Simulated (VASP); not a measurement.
Wanted: the native input for a VASP 6.6.1 run.

| Item | Value |
| --- | --- |
| Task | single point |
| Functional | PBE |
| Potentials or basis | VASP PAW PBE potentials, release 64 (Y_sv) |
| Cutoff | 520 eV |
| k mesh | 13 × 13 × 13 |
| Occupations | fermi-dirac, width 0.05 eV |
| Spin | no spin polarisation |
| Dipole correction | no |
| Further INCAR settings | ALGO = Normal; EDIFF = 1e-06; NBANDS = 12 |

The structure of Y lies in POSCAR:

```
Y
1.0
    0.0000000000      2.4850000000      2.4850000000
    2.4850000000      0.0000000000      2.4850000000
    2.4850000000      2.4850000000      0.0000000000
Y
1
Direct
    0.0000000000      0.0000000000      0.0000000000
```

This isn't the form of Y at room conditions, which is hcp.

One way to write it, as run:

INCAR

```
SYSTEM = Y
ALGO = Normal
EDIFF = 1E-6
ENCUT = 520
GGA = PE
ISIF = 2
ISMEAR = -1
LASPH = .True.
LCHARG = .False.
LREAL = .False.
LWAVE = .False.
NBANDS = 12
NELM = 60
PREC = Accurate
SIGMA = 0.05
```

KPOINTS

```
k-points
0
Gamma
  13 13 13
  0 0 0
```

Potentials or basis: VASP PAW PBE potentials, release 64 (Y_sv).

The run is started by

```console
$ cat potpaw_PBE.64/Y_sv/POTCAR > POTCAR
$ mpirun -np 1 vasp_std > vasp.out
```

Results of the run:

```yaml
Pressure: 2.3 GPa
Band_gap_on_the_k_mesh: zero (an odd number of electrons rules out a gap without spin polarisation)
```

Wall time 17 s on 1 thread of AMD EPYC 9R45 96-Core Processor (Zen 5), on a shared host, peak memory 0.16 GiB.
